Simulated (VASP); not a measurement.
# InP in VASP: further runs

Runs on InP. Level: PBE. Tasks: single point.

Everything below comes from runs of VASP 6.6.1. Logs are shortened: lines on timing, memory, paths and dates and some standing lists are left out, and cuts for length are marked.

## Step 1: The cell of the first run

The cell holds a slab with vacuum, 8 atoms: a = 4.214 Å, b = 5.959 Å, c = 19.805 Å, α = 90.00°, β = 90.00°, γ = 90.00°.

## Step 2: Single point, PBE

Input file INCAR:

```
SYSTEM = InP
  ALGO = Normal
  DIPOL = 0.5 0.5 0.500
  EDIFF = 1E-6
  ENCUT = 520
  GGA = PE
  IDIPOL = 3
  ISIF = 2
  ISMEAR = -1
  LASPH = .TRUE.
  LCHARG = .TRUE.
  LDIPOL = .TRUE.
  LELF = .TRUE.
  LREAL = .FALSE.
  LVACPOTAV = .TRUE.
  LVHAR = .TRUE.
  LWAVE = .FALSE.
  NBANDS = 46
  NELM = 100
  PREC = Accurate
  SIGMA = 0.02
```

Input file KPOINTS:

```
k-points
0
G
  6 5 1
  0 0 0
```

Input file POSCAR:

```
InP
1.0
    4.2139839895      0.0000000000      0.0000000000
    0.0000000000      5.9594733095      0.0000000000
    0.0000000000      0.0000000000     19.8048000000
In P
4 4
Direct
    0.0000000000      0.8306228423      0.3641994589
    0.5000000000      0.3982495645      0.4397395700
    0.0000000000      0.8982489786      0.5602608572
    0.5000000000      0.3306242134      0.6357999041
    0.5000000000      0.6231208331      0.3282020322
    0.0000000000      0.1480043267      0.4501243240
    0.5000000000      0.6480040725      0.5498772984
    0.0000000000      0.1231251689      0.6717979678
```

Potentials or basis: VASP PAW PBE potentials, release 64 (In_d, P).

Run with:

```sh
$ cat potpaw_PBE.64/In_d/POTCAR potpaw_PBE.64/P/POTCAR > POTCAR
$ mpirun -np 1 vasp_std > vasp.out
```

OUTCAR:

```text
SYSTEM = InP
   EDIFF = 1E-6
   ENCUT = 520
   GGA = PE
   ISIF = 2
   ISMEAR = -1
   LASPH = .TRUE.
   LREAL = .FALSE.
   NELM = 100
   PREC = Accurate

 ion  position               nearest neighbor table
   1  0.000  0.831  0.364-   6 2.54   5 2.54   5 2.54   2 3.65   2 3.65   3 3.90
   2  0.500  0.398  0.440-   5 2.58   6 2.59   6 2.59   7 2.64   1 3.65   1 3.65   4 3.90
   3  0.000  0.898  0.560-   8 2.58   7 2.59   7 2.59   6 2.64   4 3.65   4 3.65   1 3.90
   4  0.500  0.331  0.636-   7 2.54   8 2.54   8 2.54   3 3.65   3 3.65   2 3.90
   5  0.500  0.623  0.328-   1 2.54   1 2.54   2 2.58
   6  0.000  0.148  0.450-   1 2.54   2 2.59   2 2.59   3 2.64
   7  0.500  0.648  0.550-   4 2.54   3 2.59   3 2.59   2 2.64
   8  0.000  0.123  0.672-   4 2.54   4 2.54   3 2.58

  LATTYP: Found a simple orthorhombic cell.
 ALAT       =     4.2139839895
 B/A-ratio  =     1.4142135624
 C/A-ratio  =     4.6997805519

  Lattice vectors:

 A1 = (   4.2139839895,   0.0000000000,   0.0000000000)
 A2 = (   0.0000000000,   5.9594733095,   0.0000000000)
 A3 = (   0.0000000000,   0.0000000000,  19.8048000000)

Analysis of symmetry for initial positions (statically):
=====================================================================
 Subroutine PRICEL returns:
 Original cell was already a primitive cell.

 Routine SETGRP: Setting up the symmetry group for a
 simple orthorhombic supercell.

 Subroutine GETGRP returns: Found  4 space group operations
 (whereof  2 operations were pure point group operations)
 out of a pool of  8 trial point group operations.

The static configuration has the point symmetry C_1h.
 The point group associated with its full space group is C_2v.

Analysis of symmetry for dynamics (positions and initial velocities):
=====================================================================
 Subroutine PRICEL returns:
 Original cell was already a primitive cell.

 Routine SETGRP: Setting up the symmetry group for a
 simple orthorhombic supercell.

 Subroutine GETGRP returns: Found  4 space group operations
 (whereof  2 operations were pure point group operations)
 out of a pool of  8 trial point group operations.

The dynamic configuration has the point symmetry C_1h.
 The point group associated with its full space group is C_2v.

 Subroutine INISYM returns: Found  4 space group operations
 (whereof  2 operations are pure point group operations),
 and found     1 'primitive' translations

[... 103 lines left out ...]
   PSTRESS=    0.0 pullay stress
   NELECT =      72.0000    total number of electrons
   NUPDOWN=      -1.0000    fix difference up-down
   EMIN   =  10.00;   EMAX   =-10.00  energy-range for DOS
   EFERMI =   0.00;   METHOD = LEGACY
   ISMEAR =    -1;   SIGMA  =   0.02  broadening in eV -4-tet -1-fermi 0-gaus
   EFERMI_NEDOS =   21; number of points for ismear=-14 and -15
   IALGO  =     38    algorithm
   IMIX   =      4    mixing-type and parameters
     AMIX     =   0.40;   BMIX     =  1.00
     AMIX_MAG =   1.60;   BMIX_MAG =  1.00
  volume/ion in A,a.u.               =      62.17       419.54
  Fermi-wavevector in a.u.,A,eV,Ry     =   0.859598  1.624404 10.053457  0.738908
  Thomas-Fermi vector in A             =   1.976977
   LORBIT       =      0    0 simple, 1 ext, 2 COOP (PROOUT), +10 PAW based schemes
   GGA     = PE    functional components
   LHFCALC =     F    Hartree Fock is set to
   AEXX    =    0.0000 exact exchange contribution
   IVDW    =     0    specifies the selected vdW correction
   LEPSILON=     F    determine dielectric tensor
   LRPA    =     F    only Hartree local field effects (RPA)
 non-spin polarized calculation
  energy-cutoff  :      520.00
  volume of cell :      497.36
 maximum number of plane-waves:     13435
 NGX is ok and might be reduce to    32
   NGX = 15   NGY = 23   NGZ = 73

 dipolmoment           0.000000      0.000000      0.000000 electrons x Angstroem

 number of electron      72.0000025 magnetization

 dipolmoment           0.000000      0.000000     -0.000151 electrons x Angstroem

 Free energy of the ion-electron system (eV)
  ---------------------------------------------------
  ext. energy  EPLUGINS =         0.00000000
  ---------------------------------------------------
  free energy    TOTEN  =       -31.83897993 eV

  energy without entropy =      -31.83897993  energy(sigma->0) =      -31.83897993

 E-fermi :  -0.5641     XC(G=0):  -4.5220

 val. band max:       -1.0370753383   @ k =   0.0000   0.0000   0.0000
 cond. band min:       0.1796219569   @ k =   0.0000   0.0000   0.0000
 fundamental gap:      1.2166972952
 Fermi energy:        -0.5641086972

 k-point     1 :       0.0000    0.0000    0.0000
  band No.  band energies     occupation
      1     -15.3093      2.00000
      2     -15.3028      2.00000
      3     -15.2190      2.00000
      4     -15.1920      2.00000
      5     -15.1550      2.00000
      6     -15.1509      2.00000
[... 577 lines left out ...]
     45       4.3596      0.00000
     46       4.3598      0.00000

------------------------ aborting loop because EDIFF is reached ----------------------------------------

  FORCE on cell =-STRESS in cart. coord.  units (eV):
  Direction    XX          YY          ZZ          XY          YZ          ZX
  --------------------------------------------------------------------------------------
  -------------------------------------------------------------------------------------
  Total       -1.9414281     -0.6971895     -0.0953058      0.0000000      0.0000000      0.0000000
  in kB       -6.2540403     -2.2458987     -0.3070144      0.0000000      0.0000000      0.0000000
  external PRESSURE =      -2.9356511 kB  Pullay stress =       0.0000000 kB

 VOLUME and BASIS-vectors are now :
 -----------------------------------------------------------------------------
  energy-cutoff  :      520.00
  volume of cell :      497.36
      direct lattice vectors                 reciprocal lattice vectors
     4.213983989  0.000000000  0.000000000     0.237305126  0.000000000  0.000000000
     0.000000000  5.959473309  0.000000000     0.000000000  0.167800064  0.000000000
     0.000000000  0.000000000 19.804800000     0.000000000  0.000000000  0.050492810

 POSITION                                       TOTAL-FORCE (eV/Angst)
 -----------------------------------------------------------------------------------
      0.00000      4.95007      7.21290         0.000000     -0.008345     -0.001395
      2.10699      2.37336      8.70895         0.000000      0.000551     -0.004488
      0.00000      5.35309     11.09585         0.000000      0.000551      0.004488
      2.10699      1.97035     12.59189         0.000000     -0.008345      0.001395
      2.10699      3.71347      6.49998         0.000000      0.009272      0.008190
      0.00000      0.88203      8.91462         0.000000     -0.001478     -0.001860
      2.10699      3.86176     10.89021         0.000000     -0.001478      0.001860
      0.00000      0.73376     13.30482         0.000000      0.009272     -0.008190
 -----------------------------------------------------------------------------------
    total drift:                                0.000000      0.006136     -0.015271

  FREE ENERGIE OF THE ION-ELECTRON SYSTEM (eV)
  ---------------------------------------------------
  free  energy   TOTEN  =       -31.8389799279 eV

  energy  without entropy=      -31.8389799279  energy(sigma->0) =      -31.83897993

 vacuum level on the upper side and lower side of the slab         4.198         4.199
```

OSZICAR:

```text
N       E                     dE             d eps       ncg     rms          rms(c)
DAV:   1     0.609305745043E+03    0.60931E+03   -0.30351E+04  1160   0.138E+03
DAV:   2     0.381080867880E+02   -0.57120E+03   -0.55843E+03  1206   0.348E+02
DAV:   3    -0.303682787473E+02   -0.68476E+02   -0.67997E+02  1336   0.157E+02
DAV:   4    -0.337370885793E+02   -0.33688E+01   -0.33575E+01  1376   0.379E+01
[... 15 lines left out ...]
DAV:  20    -0.318389576101E+02   -0.36006E-04   -0.13592E-06   866   0.338E-03    0.187E-03
DAV:  21    -0.318389748287E+02   -0.17219E-04   -0.55932E-07   914   0.326E-03    0.134E-03
DAV:  22    -0.318389777163E+02   -0.28876E-05   -0.72495E-08   816   0.190E-03    0.773E-04
DAV:  23    -0.318389797996E+02   -0.20833E-05   -0.11037E-07   822   0.106E-03    0.272E-04
DAV:  24    -0.318389799279E+02   -0.12829E-06   -0.11313E-08   738   0.898E-04
   1 F= -.31838980E+02 E0= -.31838980E+02  d E =-.176357E-11
```

stdout:

```text
POSCAR found type information on POSCAR InP
 POSCAR found :  2 types and       8 ions
 scaLAPACK will be used
 LDA part: xc-table for (Slater+PW92), standard interpolation
 POSCAR, INCAR and KPOINTS ok, starting setup
 FFT: planning ... GRIDC
 FFT: planning ... GRID_SOFT
 FFT: planning ... GRID
 WAVECAR not read
 entering main loop
 -----------------------------------------------------------------------------
|                                                                             |
|           W    W    AA    RRRRR   N    N  II  N    N   GGGG   !!!           |
|           W    W   A  A   R    R  NN   N  II  NN   N  G    G  !!!           |
|           W    W  A    A  R    R  N N  N  II  N N  N  G       !!!           |
|           W WW W  AAAAAA  RRRRR   N  N N  II  N  N N  G  GGG   !            |
|           WW  WW  A    A  R   R   N   NN  II  N   NN  G    G                |
|           W    W  A    A  R    R  N    N  II  N    N   GGGG   !!!           |
|                                                                             |
|     Did not find any points to average over, which means that no vacuum     |
|     field-free region was found. Please increase the size of  your cell     |
|     in the dimension of the dipole correction to obtain accurate            |
|     workfunction values.                                                    |
|                                                                             |
 -----------------------------------------------------------------------------
```

Run time: 14 min. Hardware: 1 thread of Intel Xeon 8259CL, shared host; peak memory 0.6 GiB.

Results:

* Free energy: -31.8390 eV
* Largest force: 0.012 eV/Å
* Band gap on the k mesh: 1.22 eV

Forces on the atoms (eV/Å):
```
In   0.000 -0.008 -0.001
In   0.000  0.001 -0.004
In   0.000  0.001  0.004
In   0.000 -0.008  0.001
P    0.000  0.009  0.008
P    0.000 -0.001 -0.002
P    0.000 -0.001  0.002
P    0.000  0.009 -0.008
```

Levels at points of the mesh, in eV from the valence-band top:
| k point | band 32 | band 33 | band 34 | band 35 | band 36 | band 37 | band 38 | band 39 | band 40 | band 41 |
| --- | --- | --- | --- | --- | --- | --- | --- | --- | --- | --- |
| (0.00, 0.00, 0.00) | -1.21 | -0.50 | -0.47 | -0.37 | 0.00 | 1.22 | 1.96 | 1.98 | 2.48 | 3.02 |
| (0.50, 0.00, 0.00) | -1.82 | -1.41 | -1.41 | -0.76 | -0.76 | 1.51 | 1.51 | 2.43 | 2.43 | 3.03 |

Caveat: spin-orbit coupling is left out, which moves the levels of the heavy elements.

## Step 3: Single point, PBE

This run uses another cell than the first one.

Input file INCAR:

```
PREC = Accurate
ENCUT = 520
EDIFF = 1E-6
ISMEAR = -1
SIGMA = 0.02
LREAL = F
LASPH = T
NELM = 80
ALGO = Normal
ISIF = 2
LWAVE = F
LCHARG = F
LDIPOL = T
IDIPOL = 3
DIPOL = 0.5 0.5 0.500
GGA = PE
NBANDS = 46
```

Input file KPOINTS:

```
regular mesh
0
Gamma
  6 5 1
```

Input file POSCAR:

```
InP
1.0
    4.2139839895      0.0000000000      0.0000000000
    0.0000000000      5.9594733095      0.0000000000
    0.0000000000      0.0000000000     22.3210000000
In P
4 4
Direct
    0.0000000000      0.8750000000      0.3584074194
    0.5000000000      0.3750000000      0.4528024727
    0.0000000000      0.8750000000      0.5471975267
    0.5000000000      0.3750000000      0.6415925806
    0.5000000000      0.6250000000      0.3584074194
    0.0000000000      0.1250000000      0.4528024727
    0.5000000000      0.6250000000      0.5471975267
    0.0000000000      0.1250000000      0.6415925806
```

Potentials or basis: VASP PAW PBE potentials, release 64 (In_d, P).

Run with:

```sh
$ cat potpaw_PBE.64/In_d/POTCAR potpaw_PBE.64/P/POTCAR > POTCAR
$ mpirun -np 1 vasp_std > vasp.out
```

It took 17 min on 1 thread of Intel Xeon 8259CL, shared host; peak memory 0.67 GiB.

It converged, with:

* Free energy: -30.7267 eV
* Largest force: 1.387 eV/Å
* Band gap on the k mesh: 0.58 eV

Forces on the atoms (eV/Å):
```
In   0.000 -0.904  1.052
In   0.000  0.097 -0.072
In   0.000  0.097  0.072
In   0.000 -0.904 -1.052
P    0.000  0.273 -0.933
P    0.000  0.534 -0.450
P    0.000  0.534  0.450
P    0.000  0.273  0.933
```

Levels at points of the mesh, in eV from the valence-band top:
```
           k point  band 34  band 35  band 36  band 37  band 38  band 39
(0.00, 0.00, 0.00)    -0.31    -0.28     0.00     0.58     1.43     2.35
(0.50, 0.00, 0.00)    -1.63    -0.24    -0.24     1.02     1.02     2.62
```

Caveat: semilocal functionals underestimate gaps, and a narrow one can read as zero; spin-orbit coupling is left out, which moves the levels of the heavy elements.
